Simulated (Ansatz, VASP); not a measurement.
Mg3TeSe2 in VASP and in Ansatz

```
Mg Te Se
1.0
     6.93980    0.00000    0.00000
    -3.46990    6.01004    0.00000
     0.00000    0.00000    3.56801
Mg Te Se
3 1 2
Direct
  0.50000 0.00000 0.50000
  0.50000 0.50000 0.50000
  0.00000 0.50000 0.50000
  0.00000 0.00000 0.00000
  0.33333 0.66667 0.00000
  0.66667 0.33333 0.00000
```

Change from the starting cell: species swapped into the GdAl3Pd2 type (P6/mmm, No. 191).

Alike in both runs: task relaxation of cell and atoms; functional PBE; k mesh 6 × 6 × 10; occupations gaussian, width 0.1 eV; no spin polarisation.

|  | VASP | Ansatz |
| --- | --- | --- |
| version | VASP 6.6.1 | Ansatz 0.2.0 |
| potentials or method | VASP PAW PBE potentials, release 64 (Mg, Te, Se), cutoff 600 eV | scalar-relativistic, plane waves, PAW |
| valence electrons in the cell | 24 | 78 |

|  | VASP | Ansatz | Ansatz less VASP |
| --- | --- | --- | --- |
| gap on the k mesh at the Fermi level, each at its own relaxed structure (eV) | none | none | - |
| relaxed volume (Å³/atom) | 24.71 | 24.77 | +0.062 |
| relaxed cell length with the largest relative difference (Å) | 6.947 | 6.954 | +0.0065 |

A gap of «none» marks a metal or a gap that the smearing closes. VASP's potentials hold 24 valence electrons a cell and Ansatz's 78, so a difference there can come from the potentials and not from the codes.

Spin-orbit coupling is off throughout.
